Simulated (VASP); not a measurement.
# Ti4C3 (Pm-3m) in VASP: single point with PBE

Aim: the single point of Ti4C3 with PBE.

Everything below comes from runs of VASP 6.6.1. Logs are shortened: lines on timing, memory, paths and dates and some standing lists are left out, and cuts for length are marked.

**1. The cell of the first run**

It takes space group Pm-3m (No. 221, cubic). Conventional cell: a = 4.449 Å, b = 4.449 Å, c = 4.449 Å, α = 90.00°, β = 90.00°, γ = 90.00°. Within 2.9 Å of Ti (site symmetry m-3m) lie 6 C at 2.22 Å. Within 2.9 Å of Ti (site symmetry 4/mmm) lie 4 C at 2.22 Å. Within 2.9 Å of C (site symmetry 4/mmm) lie 6 Ti at 2.22 Å.

**2. Single point, PBE (volume scaled by 1.10)**

Input file INCAR:

```
  ALGO = Normal
  EDIFF = 1E-7
  ENCUT = 520
  GGA = PE
  ISIF = 2
  ISMEAR = 0
  LASPH = True
  LCHARG = False
  LREAL = False
  LWAVE = False
  NBANDS = 39
  NELM = 80
  PREC = Accurate
  SIGMA = 0.1
```

Input file KPOINTS:

```
k-points
0
Gamma
  10 10 10
```

Input file POSCAR:

```
Ti4C3
1.0
    4.4494779114      0.0000000000      0.0000000000
    0.0000000000      4.4494779114      0.0000000000
    0.0000000000      0.0000000000      4.4494779114
Ti C
4 3
Direct
    0.0000000000      0.0000000000      0.0000000000
    0.0000000000      0.5000000000      0.5000000000
    0.5000000000      0.0000000000      0.5000000000
    0.5000000000      0.5000000000      0.0000000000
    0.5000000000      0.0000000000      0.0000000000
    0.0000000000      0.5000000000      0.0000000000
    0.0000000000      0.0000000000      0.5000000000
```

Potentials or basis: VASP PAW PBE potentials, release 64 (Ti_sv, C).

Started as:

```console
$ cat potpaw_PBE.64/Ti_sv/POTCAR potpaw_PBE.64/C/POTCAR > POTCAR
$ mpirun -np 1 vasp_std > vasp.out
```

OUTCAR:

```text
EDIFF = 1E-7
   ENCUT = 520
   GGA = PE
   ISIF = 2
   ISMEAR = 0
   LASPH = True
   LREAL = False
   NELM = 80
   PREC = Accurate

 ion  position               nearest neighbor table
   1  0.000  0.000  0.000-   5 2.22   6 2.22   7 2.22   7 2.22   6 2.22   5 2.22
   2  0.000  0.500  0.500-   6 2.22   7 2.22   6 2.22   7 2.22
   3  0.500  0.000  0.500-   5 2.22   7 2.22   5 2.22   7 2.22
   4  0.500  0.500  0.000-   5 2.22   6 2.22   5 2.22   6 2.22
   5  0.500  0.000  0.000-   1 2.22   3 2.22   4 2.22   3 2.22   4 2.22   1 2.22
   6  0.000  0.500  0.000-   1 2.22   2 2.22   4 2.22   2 2.22   1 2.22   4 2.22
   7  0.000  0.000  0.500-   1 2.22   2 2.22   3 2.22   1 2.22   2 2.22   3 2.22

  LATTYP: Found a simple cubic cell.
 ALAT       =     4.4494779114

  Lattice vectors:

 A1 = (   4.4494779114,   0.0000000000,   0.0000000000)
 A2 = (   0.0000000000,   4.4494779114,   0.0000000000)
 A3 = (   0.0000000000,   0.0000000000,   4.4494779114)

Analysis of symmetry for initial positions (statically):
=====================================================================
 Subroutine PRICEL returns:
 Original cell was already a primitive cell.

 Routine SETGRP: Setting up the symmetry group for a
 simple cubic supercell.

 Subroutine GETGRP returns: Found 48 space group operations
 (whereof 48 operations were pure point group operations)
 out of a pool of 48 trial point group operations.

The static configuration has the point symmetry O_h .

Analysis of symmetry for dynamics (positions and initial velocities):
=====================================================================
 Subroutine PRICEL returns:
 Original cell was already a primitive cell.

 Routine SETGRP: Setting up the symmetry group for a
 simple cubic supercell.

 Subroutine GETGRP returns: Found 48 space group operations
 (whereof 48 operations were pure point group operations)
 out of a pool of 48 trial point group operations.

The dynamic configuration has the point symmetry O_h .

 Subroutine INISYM returns: Found 48 space group operations
 (whereof 48 operations are pure point group operations),
 and found     1 'primitive' translations

----------------------------------------------------------------------------------------

                                     Primitive cell

  volume of cell :      88.0901

  direct lattice vectors                    reciprocal lattice vectors
[... 97 lines left out ...]
   EDIFF  = 0.1E-06   stopping-criterion for ELM
   LREAL  =      F    real-space projection
   EDIFFG = 0.1E-05   stopping-criterion for IOM
   NSW    =      0    number of steps for IOM
   IBRION =     -1    ionic relax: 0-MD 1-quasi-New 2-CG
   NFREE  =      0    steps in history (QN), initial steepest desc. (CG)
   ISIF   =      2    stress and relaxation
   ISYM   =      2    0-nonsym 1-usesym 2-fastsym
   POTIM  = 0.5000    time-step for ionic-motion
   TEBEG  =    0.0;   TEEND  =   0.0 temperature during run
   PSTRESS=    0.0 pullay stress
   NELECT =      60.0000    total number of electrons
   NUPDOWN=      -1.0000    fix difference up-down
   EMIN   =  10.00;   EMAX   =-10.00  energy-range for DOS
   EFERMI =   0.00;   METHOD = LEGACY
   ISMEAR =     0;   SIGMA  =   0.10  broadening in eV -4-tet -1-fermi 0-gaus
   EFERMI_NEDOS =   21; number of points for ismear=-14 and -15
   IALGO  =     38    algorithm
   IMIX   =      4    mixing-type and parameters
     AMIX     =   0.40;   BMIX     =  1.00
     AMIX_MAG =   1.60;   BMIX_MAG =  1.00
  volume/ion in A,a.u.               =      12.58        84.92
  Fermi-wavevector in a.u.,A,eV,Ry     =   1.440399  2.721960 28.228684  2.074750
  Thomas-Fermi vector in A             =   2.559148
   LORBIT       =      0    0 simple, 1 ext, 2 COOP (PROOUT), +10 PAW based schemes
   GGA     = PE    functional components
   LHFCALC =     F    Hartree Fock is set to
   AEXX    =    0.0000 exact exchange contribution
   IVDW    =     0    specifies the selected vdW correction
   LEPSILON=     F    determine dielectric tensor
   LRPA    =     F    only Hartree local field effects (RPA)
 non-spin polarized calculation
 Gauss-broadening in eV      SIGMA  =   0.10
  energy-cutoff  :      520.00
  volume of cell :       88.09
 maximum number of plane-waves:      2407
 NGX is ok and might be reduce to    36
   NGX = 17   NGY = 17   NGZ = 17

 number of electron      59.9999969 magnetization

 Free energy of the ion-electron system (eV)
  ---------------------------------------------------
  ext. energy  EPLUGINS =         0.00000000
  ---------------------------------------------------
  free energy    TOTEN  =       -63.46003558 eV

  energy without entropy =      -63.45051064  energy(sigma->0) =      -63.45527311

 E-fermi :   8.0196     XC(G=0): -11.8220

 val. band max:        8.0123309325   @ k =   0.5000   0.5000   0.5000
 cond. band min:       8.0346704416   @ k =   0.4000   0.4000   0.4000
 fundamental gap:      0.0223395090
 Fermi energy:         8.0196478671

 k-point     1 :       0.0000    0.0000    0.0000
  band No.  band energies     occupation
      1     -49.0444      2.00000
      2     -48.9898      2.00000
      3     -48.9898      2.00000
      4     -48.9241      2.00000
      5     -25.4125      2.00000
      6     -25.4125      2.00000
[... 997 lines left out ...]
     38      10.4248      0.00000
     39      10.7428      0.00000

 [... further k-points ...]
[... 5 lines left out ...]
  --------------------------------------------------------------------------------------
  -------------------------------------------------------------------------------------
  Total       -9.3093588     -9.3093588     -9.3093588     -0.0000000      0.0000000     -0.0000000
  in kB     -169.3180224   -169.3180224   -169.3180224     -0.0000000      0.0000000     -0.0000000
  external PRESSURE =    -169.3180224 kB  Pullay stress =       0.0000000 kB

 VOLUME and BASIS-vectors are now :
 -----------------------------------------------------------------------------
  energy-cutoff  :      520.00
  volume of cell :       88.09
      direct lattice vectors                 reciprocal lattice vectors
     4.449477911  0.000000000  0.000000000     0.224745469  0.000000000  0.000000000
     0.000000000  4.449477911  0.000000000     0.000000000  0.224745469  0.000000000
     0.000000000  0.000000000  4.449477911     0.000000000  0.000000000  0.224745469

 POSITION                                       TOTAL-FORCE (eV/Angst)
 -----------------------------------------------------------------------------------
      0.00000      0.00000      0.00000         0.000000      0.000000      0.000000
      0.00000      2.22474      2.22474         0.000000      0.000000      0.000000
      2.22474      0.00000      2.22474         0.000000      0.000000      0.000000
      2.22474      2.22474      0.00000         0.000000      0.000000      0.000000
      2.22474      0.00000      0.00000         0.000000      0.000000      0.000000
      0.00000      2.22474      0.00000         0.000000      0.000000      0.000000
      0.00000      0.00000      2.22474         0.000000      0.000000      0.000000
 -----------------------------------------------------------------------------------
    total drift:                                0.000000      0.000000      0.000000

  FREE ENERGIE OF THE ION-ELECTRON SYSTEM (eV)
  ---------------------------------------------------
  free  energy   TOTEN  =       -63.4600355838 eV

  energy  without entropy=      -63.4505106445  energy(sigma->0) =      -63.45527311
```

stdout:

```text
POSCAR found type information on POSCAR TiC
 POSCAR found :  2 types and       7 ions
 scaLAPACK will be used
 LDA part: xc-table for (Slater+PW92), standard interpolation
 POSCAR, INCAR and KPOINTS ok, starting setup
 FFT: planning ... GRIDC
 FFT: planning ... GRID_SOFT
 FFT: planning ... GRID
 WAVECAR not read
 entering main loop
```

Run time: 3 min. Hardware: 1 thread of AMD EPYC 9R14 (Zen 4), shared host; peak memory 0.25 GiB.

What came out:

| Quantity | Value |
| --- | --- |
| Free energy | -63.4600 eV |
| Pressure | -16.9 GPa |
| Band gap on the k mesh | zero (band 30 reaches 8.53 eV, above the bottom of band 31 at 7.48 eV) |
